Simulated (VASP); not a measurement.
Wanted: the native input for a VASP 6.6.1 run.

- Task: relaxation of cell and atoms
- Functional: r2SCAN
- Potentials or basis: VASP PAW PBE potentials, release 64 (Sn_d, Te)
- Cutoff: 600 eV
- k mesh: 13 × 13 × 13
- Occupations: fermi-dirac, width 0.08 eV
- Spin: no spin polarisation
- Dipole correction: no
- Further INCAR settings: ALGO = Normal; EDIFF = 1e-06; IBRION = 2; EDIFFG = -0.005; NSW = 60; ISIF = 3

Crystal: SnTe (rocksalt type).

```
Sn Te
1.0
     0.00000    2.89164    2.89164
     2.89164    0.00000    2.89164
     2.89164    2.89164    0.00000
Sn Te
1 1
Direct
  0.00000 0.00000 0.00000
  0.50000 0.50000 0.50000
```

One way to write it, as run:

POSCAR

```
SnTe
1.0
    0.0000000000      2.8916353749      2.8916353749
    2.8916353749      0.0000000000      2.8916353749
    2.8916353749      2.8916353749      0.0000000000
Sn Te
1 1
Direct
    0.0000000000      0.0000000000      0.0000000000
    0.5000000000      0.5000000000      0.5000000000
```

INCAR.step1

```
PREC = Accurate
ENCUT = 600
ISMEAR = -1
SIGMA = 0.08
LREAL = False
LASPH = True
NELM = 80
GGA = PE
ALGO = Normal
EDIFF = 1E-4
LWAVE = True
LCHARG = False
```

INCAR.step2

```
PREC = Accurate
ENCUT = 600
EDIFF = 1E-6
ISMEAR = -1
SIGMA = 0.08
LREAL = False
LASPH = True
NELM = 80
ALGO = Normal
ISIF = 3
LWAVE = False
LCHARG = False
METAGGA = R2SCAN
LMIXTAU = True
IBRION = 2
NSW = 60
EDIFFG = -0.005
ISTART = 1
```

KPOINTS

```
regular mesh
0
Gamma
  13 13 13
```

Potentials or basis: VASP PAW PBE potentials, release 64 (Sn_d, Te).

Launch:

```sh
$ cat potpaw_PBE.64/Sn_d/POTCAR potpaw_PBE.64/Te/POTCAR > POTCAR
$ cp INCAR.step1 INCAR
$ mpirun -np 1 vasp_std > vasp.out
$ cp INCAR.step2 INCAR
$ mpirun -np 1 vasp_std > vasp.out
```

Results of the run:

The relaxed volume is 32.30 Å³/atom and the relaxed cell is a = 4.504 Å, b = 4.504 Å, c = 4.504 Å, α = 60.00°, β = 60.00°, γ = 60.00°. The space group after relaxing (to 0.1 Å) is Fm-3m (No. 225), the energy gained by relaxing is 467.8 meV/atom and the ionic steps are 6. The pressure after relaxing is 0.0 GPa.

Caveat: the volume moved by over 15 % at a fixed basis, so the end points are rough; the PAW data sets were made with another functional, which shifts forces and pressure a little.

Run time: 49 min on 1 thread of Oxide Virtual Turin-like Processor, on a shared host, peak memory 0.26 GiB.
